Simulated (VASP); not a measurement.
Runs of VASP 6.6.1 on CdS. The structure is that of space group F-43m (No. 216), or close to it. The cells are those of the table. 

```tsv
task	cell	smearing	gap on the mesh (eV)	pressure (GPa)
single point	a = 4.162 Å, angles 60.0°, 2 atoms	fermi-dirac 0.03 eV	0.95	-1.5
single point	a = 3.942 Å, angles 60.0°, 2 atoms	fermi-dirac 0.03 eV	(a)	11.6
relaxation of the atoms	atoms relaxed from a = 3.605 Å, angles 60.0°, 2 atoms	fermi-dirac 0.03 eV	1.66	63.3
electric field gradients	a = 4.162 Å, angles 60.0°, 2 atoms	fermi-dirac 0.03 eV	0.95	-1.5
single point	a = 3.410 Å, angles 60.0°, 2 atoms	fermi-dirac 0.03 eV	1.76	131.1
single point	a = 3.410 Å, angles 60.0°, 2 atoms	tetrahedron	1.76	131.1
single point	a = 3.605 Å, angles 60.0°, 2 atoms	fermi-dirac 0.03 eV	1.66	63.3
relaxation of the atoms	atoms relaxed from a = 3.410 Å, angles 60.0°, 2 atoms	fermi-dirac 0.03 eV	1.76	131.1
electric field gradients	a = 3.410 Å, angles 60.0°, 2 atoms	fermi-dirac 0.03 eV	1.76	131.1
```

Alike in all rows: level PBEsol; potentials or basis VASP PAW PBE potentials, release 64 (Cd, S); no spin polarisation; k mesh 8 × 8 × 8; cutoff (eV) 520.

Problem. Fill in the values left out.

Solution. (a) 1.28.

Caveats: the PAW data sets were made with another functional, which shifts forces and pressure a little; the relaxation stopped at its first step, so nothing moved (some runs).

A k mesh can miss the band edges, and the runs leave out spin-orbit coupling on Cd.
